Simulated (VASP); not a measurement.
ZnS:

```
Zn S
1.0
     1.90307    1.09874    9.35195
    -1.90307    1.09874    9.35195
     0.00000   -2.19748    9.35195
Zn S
3 3
Cartesian
  0.0000 0.0000 28.0550
  0.0000 0.0000 6.2360
  0.0000 0.0000 12.4740
  0.0000 0.0000 2.3361
  0.0000 0.0000 14.8091
  0.0000 0.0000 8.5672
```

Base run:

| Item | Value |
| --- | --- |
| Program | VASP 6.6.1 |
| Functional | LDA |
| Potentials or basis | VASP PAW LDA potentials, release 64 (Zn, S) |
| Cutoff | 520 eV |
| k mesh | 6 × 6 × 6 |
| Occupations | gaussian, width 0.01 eV |
| Spin | no spin polarisation |
| Hubbard terms | Zn d U = 1.5 eV |

Its results: band gap on the k mesh 2.07 eV; pressure -4.1 GPa; largest force 0.016 eV/Å.

Question: The run is repeated on the same cell with these changes: hubbard terms from Zn d U = 1.5 eV to Zn d U = 4.5 eV. What comes out?

Answer: Band gap on the k mesh 2.25 eV; pressure -5.3 GPa; largest force 0.021 eV/Å.

Caveats: the cell stands under tension.

A k mesh can miss the band edges.
